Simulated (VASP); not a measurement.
Runs of VASP 6.6.1 on CaO. The structure is that of space group Fm-3m (No. 225), or close to it. The cells are those of the table. 

```tsv
task	cell	smearing	gap on the mesh (eV)	pressure (GPa)
electric field gradients	a = 3.464, b = 3.464, c = 3.394 Å, angles 60.7, 60.7, 61.3°, 2 atoms	fermi-dirac 0.03 eV	3.62	-3.5
electric field gradients	a = 3.396 Å, angles 62.7°, 2 atoms	fermi-dirac 0.03 eV	(a)	-3.5
single point	a = 3.463 Å, angles 60.0°, 2 atoms	tetrahedron	3.70	-3.6
single point	a = 3.463 Å, angles 60.0°, 2 atoms	fermi-dirac 0.01 eV	3.70	-3.6
```

Alike in all rows: level PBE; potentials or basis VASP PAW PBE potentials, release 64 (Ca_sv, O); no spin polarisation; k mesh 9 × 9 × 9; cutoff (eV) 520.

**Question.** Fill in the values left out.

**Answer.** (a) 3.55.

Caveats: the cell stands under tension; an odd mesh through Γ misses points on the zone boundary, where band edges can lie (at least some runs).
